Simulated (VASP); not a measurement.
Set up this calculation in VASP 6.6.1, as the native input.

* Task: single point
* Functional: r2SCAN
* Potentials or basis: VASP PAW PBE potentials, release 64 (Ti_sv, O_h, Ba_sv)
* Cutoff: 910 eV
* k mesh: 3 × 3 × 5
* Occupations: gaussian, width 0.1698 eV
* Spin: collinear spin, zero start
* Starting moments: [0.0, 0.0, 0.0, 0.0, 0.0, 0.0, 0.0, 0.0, 0.0, 0.0] μB
* Dipole correction: no
* Further INCAR settings: ALGO = Normal; EDIFF = 1e-06; NBANDS = 55

Crystal: BaTiO3.

```
CELL_PARAMETERS angstrom
-3.96882 -3.96882 0.00000
-3.96882 3.96882 0.00000
0.00000 0.00000 -4.00213
ATOMIC_POSITIONS crystal
Ti 0.00000 0.50000 0.49000
Ti 0.50000 0.00000 0.49000
O 0.75000 0.75000 0.52100
O 0.25000 0.25000 0.52100
O 0.75000 0.25000 0.52100
O 0.25000 0.75000 0.52100
O 0.00000 0.50000 0.02200
O 0.50000 0.00000 0.02200
Ba 0.00000 0.00000 0.00000
Ba 0.50000 0.50000 0.00000
```

One way to write it, as run:

POSCAR

```
BaTiO3
1.0
   -3.9688181300     -3.9688181300      0.0000000000
   -3.9688181300      3.9688181300      0.0000000000
    0.0000000000      0.0000000000     -4.0021277700
Ti O Ba
2 6 2
Direct
    0.0000000000      0.5000000000      0.4900000000
    0.5000000000      0.0000000000      0.4900000000
    0.7500000000      0.7500000000      0.5210000000
    0.2500000000      0.2500000000      0.5210000000
    0.7500000000      0.2500000000      0.5210000000
    0.2500000000      0.7500000000      0.5210000000
    0.0000000000      0.5000000000      0.0220000000
    0.5000000000      0.0000000000      0.0220000000
    0.0000000000      0.0000000000      0.0000000000
    0.5000000000      0.5000000000      0.0000000000
```

INCAR.step1

```
SYSTEM = BaTiO3
  PREC = Accurate
  ENCUT = 910
  ISMEAR = 0
  SIGMA = 0.1698
  LREAL = .FALSE.
  LASPH = .TRUE.
  NELM = 200
  ISPIN = 2
  MAGMOM = 0 0 0 0 0 0 0 0 0 0
  LMAXMIX = 4
  NBANDS = 55
  GGA = PE
  ALGO = Normal
  EDIFF = 1E-5
  LWAVE = .TRUE.
  LCHARG = .FALSE.
  GGA_COMPAT = .FALSE.
```

INCAR.step2

```
SYSTEM = BaTiO3
  PREC = Accurate
  ENCUT = 910
  EDIFF = 1E-6
  ISMEAR = 0
  SIGMA = 0.1698
  LREAL = .FALSE.
  LASPH = .TRUE.
  NELM = 200
  ALGO = Normal
  ISIF = 2
  LWAVE = .FALSE.
  LCHARG = .FALSE.
  ISPIN = 2
  MAGMOM = 0 0 0 0 0 0 0 0 0 0
  LORBIT = 11
  LMAXMIX = 4
  METAGGA = R2SCAN
  LMIXTAU = .TRUE.
  NBANDS = 55
  ISTART = 1
  GGA_COMPAT = .FALSE.
```

KPOINTS

```
Automatic mesh
0
G
  3 3 5
  0 0 0
```

Potentials or basis: VASP PAW PBE potentials, release 64 (Ti_sv, O_h, Ba_sv).

Command:

```bash
$ cat potpaw_PBE.64/Ti_sv/POTCAR potpaw_PBE.64/O_h/POTCAR potpaw_PBE.64/Ba_sv/POTCAR > POTCAR
$ cp INCAR.step1 INCAR
$ mpirun -np 1 vasp_std > vasp.out
$ cp INCAR.step2 INCAR
$ mpirun -np 1 vasp_std > vasp.out
```

It gave:

```
Pressure                                              : 5.0 GPa
Largest force                                         : 0.248 eV/Å
Band gap on the k mesh                                : 2.23 eV
Net moment                                            : 0.00 μB per cell
Valence electrons inside the program's atomic spheres : Ti 10.17; O 3.39; Ba 8.01
```

Caveat: the cell stands under pressure; the PAW data sets were made with another functional, which shifts forces and pressure a little; spin-orbit coupling is left out, which moves the levels of the heavy elements.

It took 10 min on 1 thread of Intel(R) Xeon(R) Platinum 8559C (Emerald Rapids), with other jobs on the host, peak memory 0.62 GiB.
